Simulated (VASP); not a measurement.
# ScAl3As4 (P3m1) in VASP: further runs, part 2 of 2

VASP 6.6.1. Earlier steps stand in the parts before.

**3. Single point, PBE (24.03 Å³/atom)**

This run uses another cell than the first one, of 24.03 Å³/atom.

INCAR

```
PREC = Accurate ; ENCUT = 520
EDIFF = 1E-6 ; ISMEAR = 0
SIGMA = 0.02 ; LREAL = F
LASPH = T ; NELM = 60
ALGO = Normal ; ISIF = 2
LWAVE = F ; LCHARG = T
GGA = PE ; LELF = T
LVHAR = T ; NBANDS = 30
```

KPOINTS

```
regular mesh
0
Gamma
  12 12 2
```

POSCAR

```
ScAl3As4
1.0
    4.0506353195      0.0000000000      0.0000000000
   -2.0253176598      3.5079530882      0.0000000000
    0.0000000000      0.0000000000     13.5290202838
Sc Al As
1 3 4
Direct
    0.0000000000      0.0000000000      0.0845524512
    0.0000000000      0.0000000000      0.3181657932
    0.6666666667      0.3333333333      0.5651413138
    0.3333333333      0.6666666667      0.8121427735
    0.6666666667      0.3333333333      0.2396776444
    0.0000000000      0.0000000000      0.5012908637
    0.6666666667      0.3333333333      0.7482327344
    0.3333333333      0.6666666667      0.9937964257
```

Potentials or basis: VASP PAW PBE potentials, release 64 (Sc_sv, Al, As).

Run with:

```console
$ cat potpaw_PBE.64/Sc_sv/POTCAR potpaw_PBE.64/Al/POTCAR potpaw_PBE.64/As/POTCAR > POTCAR
$ mpirun -np 1 vasp_std > vasp.out
```

OUTCAR:

```text
PREC = Accurate
   ENCUT = 520
   EDIFF = 1E-6
   ISMEAR = 0
   LREAL = F
   LASPH = T
   NELM = 60
   ISIF = 2
   GGA = PE

 ion  position               nearest neighbor table
   1  0.000  0.000  0.085-   8 2.64   8 2.64   8 2.64   5 3.14   5 3.14   5 3.14   2 3.16
   2  0.000  0.000  0.318-   6 2.48   5 2.57   5 2.57   5 2.57   1 3.16
   3  0.667  0.333  0.565-   7 2.48   6 2.49   6 2.49   6 2.49
   4  0.333  0.667  0.812-   8 2.46   7 2.49   7 2.49   7 2.49
   5  0.667  0.333  0.240-   2 2.57   2 2.57   2 2.57   1 3.14   1 3.14   1 3.14
   6  0.000  0.000  0.501-   2 2.48   3 2.49   3 2.49   3 2.49
   7  0.667  0.333  0.748-   3 2.48   4 2.49   4 2.49   4 2.49
   8  0.333  0.667  0.994-   4 2.46   1 2.64   1 2.64   1 2.64

  LATTYP: Found a hexagonal cell.
 ALAT       =     4.0506353195
 C/A-ratio  =     3.3399748969

  Lattice vectors:

 A1 = (   4.0506353195,   0.0000000000,   0.0000000000)
 A2 = (  -2.0253176598,   3.5079530882,   0.0000000000)
 A3 = (   0.0000000000,   0.0000000000,  13.5290202838)

Analysis of symmetry for initial positions (statically):
=====================================================================
 Subroutine PRICEL returns:
 Original cell was already a primitive cell.

 Routine SETGRP: Setting up the symmetry group for a
 hexagonal supercell.

 Subroutine GETGRP returns: Found  6 space group operations
 (whereof  6 operations were pure point group operations)
 out of a pool of 24 trial point group operations.

The static configuration has the point symmetry C_3v.

Analysis of symmetry for dynamics (positions and initial velocities):
=====================================================================
 Subroutine PRICEL returns:
 Original cell was already a primitive cell.

 Routine SETGRP: Setting up the symmetry group for a
 hexagonal supercell.

 Subroutine GETGRP returns: Found  6 space group operations
 (whereof  6 operations were pure point group operations)
 out of a pool of 24 trial point group operations.

The dynamic configuration has the point symmetry C_3v.

 Subroutine INISYM returns: Found  6 space group operations
 (whereof  6 operations are pure point group operations),
 and found     1 'primitive' translations

----------------------------------------------------------------------------------------

                                     Primitive cell

  volume of cell :     192.2398

  direct lattice vectors                    reciprocal lattice vectors
     4.050635320  0.000000000  0.000000000     0.246874853  0.142533263  0.000000000
    -2.025317660  3.507953088  0.000000000     0.000000000  0.285066526  0.000000000
     0.000000000  0.000000000 13.529020284     0.000000000  0.000000000  0.073915182

  length of vectors
     4.050635320  4.050635320 13.529020284     0.285066526  0.285066526  0.073915182

  position of ions in fractional coordinates (direct lattice)
     0.000000000  0.000000000  0.084552451
     0.000000000  0.000000000  0.318165793
     0.666666667  0.333333333  0.565141314
     0.333333333  0.666666667  0.812142773
     0.666666667  0.333333333  0.239677644
     0.000000000  0.000000000  0.501290864
     0.666666667  0.333333333  0.748232734
     0.333333333  0.666666667  0.993796426

  ion indices of the primitive-cell ions
[... 43 lines left out ...]
  0.416667  0.000000  0.000000      6.000000
[... 16 lines left out ...]
  0.250000  0.000000  0.500000      6.000000
  0.333333  0.000000  0.500000      6.000000
 [... further k-points ...]
   k-points           NKPTS =     38   k-points in BZ     NKDIM =     38   number of bands    NBANDS=     30
   number of dos      NEDOS =    301   number of ions     NIONS =      8
   total plane-waves  NPLWV =  97200
   dimension x,y,z NGX =    30 NGY =   30 NGZ =  108
   dimension x,y,z NGXF=    60 NGYF=   60 NGZF=  216
   ions per type =               1   3   4
   NGX,Y,Z   is equivalent  to a cutoff of  12.31, 12.31, 13.27 a.u.
   NGXF,Y,Z  is equivalent  to a cutoff of  24.63, 24.63, 26.54 a.u.
 SYSTEM =  unknown system
   PREC   = accura    normal or accurate (medium, high low for compatibility)
   ISTART =      0    job   : 0-new  1-cont  2-samecut
   ICHARG =      2    charge: 1-file 2-atom 10-const
   ISPIN  =      1    spin polarized calculation?
   LNONCOLLINEAR =      F non collinear calculations
   LSORBIT =      F    spin-orbit coupling
   LASPH  =      T    aspherical Exc in radial PAW
   ENCUT  =  520.0 eV  38.22 Ry    6.18 a.u.   7.53  7.53 25.16*2*pi/ulx,y,z
   NELM   =     60;   NELMIN=  2; NELMDL= -5     # of ELM steps
   EDIFF  = 0.1E-05   stopping-criterion for ELM
   LREAL  =      F    real-space projection
   EDIFFG = 0.1E-04   stopping-criterion for IOM
   NSW    =      0    number of steps for IOM
   IBRION =     -1    ionic relax: 0-MD 1-quasi-New 2-CG
   NFREE  =      0    steps in history (QN), initial steepest desc. (CG)
   ISIF   =      2    stress and relaxation
   ISYM   =      2    0-nonsym 1-usesym 2-fastsym
   POTIM  = 0.5000    time-step for ionic-motion
   TEBEG  =    0.0;   TEEND  =   0.0 temperature during run
   PSTRESS=    0.0 pullay stress
   NELECT =      40.0000    total number of electrons
   NUPDOWN=      -1.0000    fix difference up-down
   EMIN   =  10.00;   EMAX   =-10.00  energy-range for DOS
   EFERMI =   0.00;   METHOD = LEGACY
   ISMEAR =     0;   SIGMA  =   0.02  broadening in eV -4-tet -1-fermi 0-gaus
   EFERMI_NEDOS =   21; number of points for ismear=-14 and -15
   IALGO  =     38    algorithm
   IMIX   =      4    mixing-type and parameters
     AMIX     =   0.40;   BMIX     =  1.00
     AMIX_MAG =   1.60;   BMIX_MAG =  1.00
  volume/ion in A,a.u.               =      24.03       162.16
  Fermi-wavevector in a.u.,A,eV,Ry     =   0.970094  1.833212 12.804198  0.941082
  Thomas-Fermi vector in A             =   2.100201
   LORBIT       =      0    0 simple, 1 ext, 2 COOP (PROOUT), +10 PAW based schemes
   GGA     = PE    functional components
   LHFCALC =     F    Hartree Fock is set to
   AEXX    =    0.0000 exact exchange contribution
   IVDW    =     0    specifies the selected vdW correction
   LEPSILON=     F    determine dielectric tensor
   LRPA    =     F    only Hartree local field effects (RPA)
 non-spin polarized calculation
 Gauss-broadening in eV      SIGMA  =   0.02
  energy-cutoff  :      520.00
  volume of cell :      192.24
 maximum number of plane-waves:      5221
   NGX = 15   NGY = 15   NGZ = 51

 number of electron      39.9999995 magnetization

 Free energy of the ion-electron system (eV)
  ---------------------------------------------------
  ext. energy  EPLUGINS =         0.00000000
  ---------------------------------------------------
  free energy    TOTEN  =       -40.80751874 eV

  energy without entropy =      -40.80751874  energy(sigma->0) =      -40.80751874

 E-fermi :   3.7378     XC(G=0):  -9.0207

 val. band max:        3.5645617694   @ k =   0.0000   0.0000   0.0000
 cond. band min:       4.3804362953   @ k =   0.0000   0.0000   0.5000
 fundamental gap:      0.8158745260
 Fermi energy:         3.7377559321

 k-point     1 :       0.0000    0.0000    0.0000
  band No.  band energies     occupation
      1     -45.9178      2.00000
      2     -24.6137      2.00000
      3     -24.4896      2.00000
      4     -24.4896      2.00000
      5      -8.2195      2.00000
      6      -7.7253      2.00000
[... 781 lines left out ...]
     29       7.2351      0.00000
     30       7.5612      0.00000

 [... further k-points ...]

------------------------ aborting loop because EDIFF is reached ----------------------------------------

  FORCE on cell =-STRESS in cart. coord.  units (eV):
  Direction    XX          YY          ZZ          XY          YZ          ZX
  --------------------------------------------------------------------------------------
  -------------------------------------------------------------------------------------
  Total       -1.9726968     -1.9726968     -1.9535003      0.0000000     -0.0000000     -0.0000000
  in kB      -16.4409782    -16.4409782    -16.2809892      0.0000000     -0.0000000     -0.0000000
  external PRESSURE =     -16.3876485 kB  Pullay stress =       0.0000000 kB

 VOLUME and BASIS-vectors are now :
 -----------------------------------------------------------------------------
  energy-cutoff  :      520.00
  volume of cell :      192.24
      direct lattice vectors                 reciprocal lattice vectors
     4.050635320  0.000000000  0.000000000     0.246874853  0.142533263  0.000000000
    -2.025317660  3.507953088  0.000000000     0.000000000  0.285066526  0.000000000
     0.000000000  0.000000000 13.529020284     0.000000000  0.000000000  0.073915182

 POSITION                                       TOTAL-FORCE (eV/Angst)
 -----------------------------------------------------------------------------------
      0.00000      0.00000      1.14391        -0.000000     -0.000000      0.022370
      0.00000      0.00000      4.30447         0.000000      0.000000     -0.006252
      2.02532      1.16932      7.64581        -0.000000      0.000000     -0.002479
     -0.00000      2.33864     10.98750        -0.000000     -0.000000     -0.003774
      2.02532      1.16932      3.24260        -0.000000     -0.000000     -0.001155
      0.00000      0.00000      6.78197        -0.000000     -0.000000      0.003702
      2.02532      1.16932     10.12286        -0.000000     -0.000000      0.002372
     -0.00000      2.33864     13.44509        -0.000000     -0.000000     -0.014784
 -----------------------------------------------------------------------------------
    total drift:                               -0.000000     -0.000000     -0.000422

  FREE ENERGIE OF THE ION-ELECTRON SYSTEM (eV)
  ---------------------------------------------------
  free  energy   TOTEN  =       -40.8075187365 eV

  energy  without entropy=      -40.8075187365  energy(sigma->0) =      -40.80751874
```

Wall time 2.6 min (1 thread of Intel Xeon 6975P-C (Granite Rapids), shared host); peak memory 0.42 GiB.

Results:

```yaml
Free_energy: -40.8075 eV
Pressure: -1.6 GPa
Largest_force: 0.022 eV/Å
Band_gap_on_the_k_mesh: 0.82 eV (least direct gap 0.89 eV)
```

Forces in eV/Å, atoms in the order of the input:
```
Sc   0.000  0.000  0.022
Al   0.000  0.000 -0.006
Al   0.000  0.000 -0.002
Al   0.000  0.000 -0.004
As   0.000  0.000 -0.001
As   0.000  0.000  0.004
As   0.000  0.000  0.002
As   0.000  0.000 -0.015
```

Levels at points of the mesh, in eV from the valence-band top:
```csv
k point,band 17,band 18,band 19,band 20,band 21,band 22,band 23,band 24
"(0.00, 0.00, 0.00)",-0.47,-0.30,0.00,0.00,0.91,1.63,1.95,1.95
"(0.50, 0.00, 0.00)",-1.48,-1.34,-1.31,-0.36,0.87,1.39,1.68,2.23
"(0.00, 0.00, 0.50)",-0.35,-0.35,-0.07,-0.07,0.82,1.95,1.95,2.01
"(0.50, 0.00, 0.50)",-1.77,-1.69,-1.38,-0.33,0.87,1.77,1.85,2.29
```

**4. Single point, PBE (24.73 Å³/atom)**

This run uses another cell than the first one, of 24.73 Å³/atom.

INCAR

```
PREC = Accurate
ENCUT = 520
EDIFF = 1E-6
ISMEAR = 0
SIGMA = 0.02
LREAL = F
LASPH = T
NELM = 80
ALGO = Normal
ISIF = 2
LWAVE = F
LCHARG = F
GGA = PE
NBANDS = 30
```

KPOINTS

```
Automatic mesh
0
Gamma
  12 12 2
```

POSCAR

```
ScAl3As4
1.0
    4.0915556139      0.0000000000      0.0000000000
   -2.0457778070      3.5433911026      0.0000000000
    0.0000000000      0.0000000000     13.6459684120
Sc Al As
1 3 4
Direct
    0.0000000000      0.0000000000      0.0832771604
    0.0000000000      0.0000000000      0.3182651023
    0.6666666667      0.3333333333      0.5651038299
    0.3333333333      0.6666666667      0.8119909580
    0.6666666667      0.3333333333      0.2406806303
    0.0000000000      0.0000000000      0.5015776063
    0.6666666667      0.3333333333      0.7483167576
    0.3333333333      0.6666666667      0.9937879552
```

Run with:

```console
$ cat potpaw_PBE.64/Sc_sv/POTCAR potpaw_PBE.64/Al/POTCAR potpaw_PBE.64/As/POTCAR > POTCAR
$ mpirun -np 1 vasp_std > vasp.out
```

Wall time 2.6 min (1 thread of Intel Xeon 6975P-C (Granite Rapids), shared host); peak memory 0.42 GiB.

Results (log left out):

- Free energy: -40.7225 eV
- Pressure: -3.2 GPa
- Largest force: 0.022 eV/Å
- Band gap on the k mesh: 0.78 eV (least direct gap 0.85 eV)

Forces on the atoms (eV/Å):
```
Sc   0.000  0.000  0.022
Al   0.000  0.000 -0.006
Al   0.000  0.000 -0.003
Al   0.000  0.000 -0.005
As   0.000  0.000 -0.001
As   0.000  0.000  0.004
As   0.000  0.000  0.003
As   0.000  0.000 -0.014
```

Levels at points of the mesh, in eV from the valence-band top:
| k point | band 16 | band 17 | band 18 | band 19 | band 20 | band 21 | band 22 | band 23 | band 24 | band 25 |
| --- | --- | --- | --- | --- | --- | --- | --- | --- | --- | --- |
| (0.00, 0.00, 0.00) | -0.44 | -0.44 | -0.26 | 0.00 | 0.00 | 0.87 | 1.51 | 1.93 | 1.94 | 1.94 |
| (0.50, 0.00, 0.00) | -1.76 | -1.40 | -1.27 | -1.24 | -0.35 | 0.92 | 1.42 | 1.70 | 2.24 | 2.62 |
| (0.00, 0.00, 0.50) | -0.81 | -0.31 | -0.31 | -0.08 | -0.08 | 0.78 | 1.92 | 1.94 | 1.94 | 2.12 |
| (0.50, 0.00, 0.50) | -1.72 | -1.69 | -1.58 | -1.31 | -0.33 | 0.92 | 1.80 | 1.84 | 2.30 | 2.62 |

Caveat: the cell stands under tension; semilocal functionals underestimate gaps, and a narrow one can read as zero. A k mesh can miss the band edges.

**5. Single point, PBE**

This run uses another cell than the first one, of 24.77 Å³/atom.

INCAR, as its differences from that of step 4:

```diff
@@ -7,3 +7,3 @@
 LASPH = T
-NELM = 80
+NELM = 60
 ALGO = Normal
```

KPOINTS is that of step 4.

POSCAR

```
ScAl3As4
1.0
    4.0896069469      0.0000000000      0.0000000000
   -2.0448034734      3.5417035075      0.0000000000
    0.0000000000      0.0000000000     13.6791737118
Sc Al As
1 3 4
Direct
    0.0000000000      0.0000000000      0.2474267772
    0.0000000000      0.0000000000      0.7482225223
    0.3333333333      0.6666666667      0.9894650901
    0.3333333333      0.6666666667      0.5065481126
    0.0000000000      0.0000000000      0.0506611693
    0.0000000000      0.0000000000      0.5655741998
    0.3333333333      0.6666666667      0.3258961629
    0.3333333333      0.6666666667      0.8070039457
```

Run with:

```console
$ cat potpaw_PBE.64/Sc_sv/POTCAR potpaw_PBE.64/Al/POTCAR potpaw_PBE.64/As/POTCAR > POTCAR
$ mpirun -np 1 vasp_std > vasp.out
```

Wall time 2.4 min (1 thread of Intel Xeon 6975P-C (Granite Rapids), shared host); peak memory 0.42 GiB.

The run converged. Its results:

* Free energy: -40.5692 eV
* Pressure: 0.2 GPa
* Largest force: 0.017 eV/Å
* Band gap on the k mesh: 1.26 eV (least direct gap 1.60 eV)

Forces on the atoms (eV/Å):
```
Sc   0.000  0.000 -0.017
Al   0.000  0.000  0.002
Al   0.000  0.000  0.004
Al   0.000  0.000  0.007
As   0.000  0.000 -0.003
As   0.000  0.000 -0.002
As   0.000  0.000  0.010
As   0.000  0.000 -0.002
```

Levels at points of the mesh, in eV from the valence-band top:
| k point | band 18 | band 19 | band 20 | band 21 | band 22 | band 23 |
| --- | --- | --- | --- | --- | --- | --- |
| (0.00, 0.00, 0.00) | -0.31 | -0.01 | -0.01 | 1.59 | 2.05 | 2.27 |
| (0.50, 0.00, 0.00) | -0.97 | -0.96 | -0.52 | 1.35 | 1.60 | 2.25 |
| (0.00, 0.00, 0.50) | -0.35 | 0.00 | 0.00 | 1.84 | 1.91 | 2.28 |
| (0.50, 0.00, 0.50) | -1.08 | -1.05 | -0.47 | 1.26 | 1.79 | 2.05 |

**6. Relaxation of cell and atoms, PBE**

This run uses another cell than the first one, of 24.59 Å³/atom.

INCAR

```
SYSTEM = ScAl3As4
ALGO = Normal ; EDIFF = 1E-7
EDIFFG = -0.01 ; ENCUT = 600
GGA = PE ; IBRION = 2
ISIF = 3 ; ISMEAR = 0
LASPH = .True. ; LCHARG = .False.
LREAL = .False. ; LWAVE = .False.
NELM = 80 ; NSW = 100
PREC = Accurate ; SIGMA = 0.02
```

KPOINTS

```
k-points
0
Gamma
  12 12 2
  0 0 0
```

POSCAR

```
ScAl3As4
1.0
    4.0842641963      0.0000000000      0.0000000000
   -2.0421320981      3.5370765498      0.0000000000
    0.0000000000      0.0000000000     13.6164301310
Sc Al As
1 3 4
Direct
    0.0000000000      0.0000000000      0.2477714293
    0.0000000000      0.0000000000      0.7482942097
    0.3333333333      0.6666666667      0.9894302952
    0.3333333333      0.6666666667      0.5067647749
    0.0000000000      0.0000000000      0.0503247420
    0.0000000000      0.0000000000      0.5655369864
    0.3333333333      0.6666666667      0.3258841315
    0.3333333333      0.6666666667      0.8067914110
```

Potentials or basis: VASP PAW PBE potentials, release 64 (Sc_sv, Al, As).

Run with:

```console
$ cat potpaw_PBE.64/Sc_sv/POTCAR potpaw_PBE.64/Al/POTCAR potpaw_PBE.64/As/POTCAR > POTCAR
$ mpirun -np 1 vasp_std > vasp.out
```

It took 31 min on 1 thread of Intel Xeon 8259CL, shared host; peak memory 0.56 GiB.

Results (log left out):

- Free energy: -40.5697 eV
- Relaxed volume: 24.83 Å³/atom
- Relaxed cell: a = 4.093 Å, b = 4.093 Å, c = 13.693 Å, α = 90.00°, β = 90.00°, γ = 120.00°
- Space group after relaxing (to 0.1 Å): P3m1 (No. 156)
- Energy gained by relaxing: 0.6 meV/atom
- Ionic steps: 8
- Pressure after relaxing: 0.0 GPa
- Largest force after relaxing: 0.006 eV/Å
- Band gap on the k mesh: 1.26 eV (least direct gap 1.59 eV)

Forces on the atoms (eV/Å):
```
Sc   0.000  0.000  0.003
Al   0.000  0.000  0.005
Al   0.000  0.000  0.004
Al   0.000  0.000  0.002
As   0.000  0.000 -0.006
As   0.000  0.000 -0.003
As   0.000  0.000 -0.004
As   0.000  0.000 -0.001
```

The path:
```csv
step,energy change (eV),largest force (eV/Å),pressure (GPa),volume (Å³)
1,0.0000,0.0671,0.65,196.71
2,-0.0036,0.0259,-0.28,199.57
3,-0.0043,0.0242,-0.01,198.72
4,-0.0043,0.0233,-0.02,198.76
5,-0.0045,0.0169,-0.02,198.73
6,-0.0045,0.0147,0.00,198.66
7,-0.0045,0.0137,-0.01,198.68
8,-0.0046,0.0061,0.01,198.62
```

Final structure:
```xyz
8
Lattice="4.0926 0.0000 0.0000 -2.0463 3.5443 0.0000 0.0000 0.0000 13.6928" Properties=species:S:1:pos:R:3 pbc="T T T"
Sc    0.0000    0.0000    3.3866
Al    0.0000    0.0000   10.2450
Al    0.0000    2.3629   13.5477
Al    0.0000    2.3629    6.9373
As    2.0463    3.5443    0.6931
As    4.0926    0.0000    7.7451
As    0.0000    2.3629    4.4638
As    0.0000    2.3629   11.0499
```

Levels at points of the mesh, in eV from the valence-band top:
| k point | band 17 | band 18 | band 19 | band 20 | band 21 | band 22 | band 23 | band 24 |
| --- | --- | --- | --- | --- | --- | --- | --- | --- |
| (0.00, 0.00, 0.00) | -0.31 | -0.31 | -0.01 | -0.01 | 1.58 | 2.04 | 2.27 | 2.27 |
| (0.50, 0.00, 0.00) | -1.44 | -0.97 | -0.96 | -0.51 | 1.35 | 1.60 | 2.25 | 2.32 |
| (0.00, 0.00, 0.50) | -0.35 | -0.35 | 0.00 | 0.00 | 1.83 | 1.90 | 2.27 | 2.27 |
| (0.50, 0.00, 0.50) | -1.18 | -1.08 | -1.05 | -0.47 | 1.26 | 1.79 | 2.05 | 2.40 |

**7. Summary**

| task | cell | cutoff (eV) | gap on the mesh (eV) | pressure (GPa) | largest force (eV/Å) |
| --- | --- | --- | --- | --- | --- |
| single point | a = 4.009, b = 4.009, c = 13.412 Å, angles 90.0, 90.0, 120.0°, 8 atoms, atomic positions A | 520 | 0.81 | 0.2 | 0.03 |
| single point | a = 4.051, b = 4.051, c = 13.529 Å, angles 90.0, 90.0, 120.0°, 8 atoms, atomic positions B | 520 | 0.82 | -1.6 | 0.02 |
| single point | a = 4.092, b = 4.092, c = 13.646 Å, angles 90.0, 90.0, 120.0°, 8 atoms, atomic positions C | 520 | 0.78 | -3.2 | 0.02 |
| single point | a = 4.090, b = 4.090, c = 13.679 Å, angles 90.0, 90.0, 120.0°, 8 atoms, atomic positions D | 520 | 1.26 | 0.2 | 0.02 |
| relaxation of cell and atoms | relaxed from a = 4.084, b = 4.084, c = 13.616 Å, angles 90.0, 90.0, 120.0°, 8 atoms, atomic positions E | 600 | 1.26 | 0.0 | 0.01 |

Alike in all rows: level PBE; potentials or basis VASP PAW PBE potentials, release 64 (Sc_sv, Al, As); no spin polarisation; k mesh 12 × 12 × 2; smearing gaussian 0.02 eV.

Caveats: the cell stands under tension (at least some runs); semilocal functionals underestimate gaps, and a narrow one can read as zero (at least some runs).

Absolute energies hang on the potentials; compare differences alone.
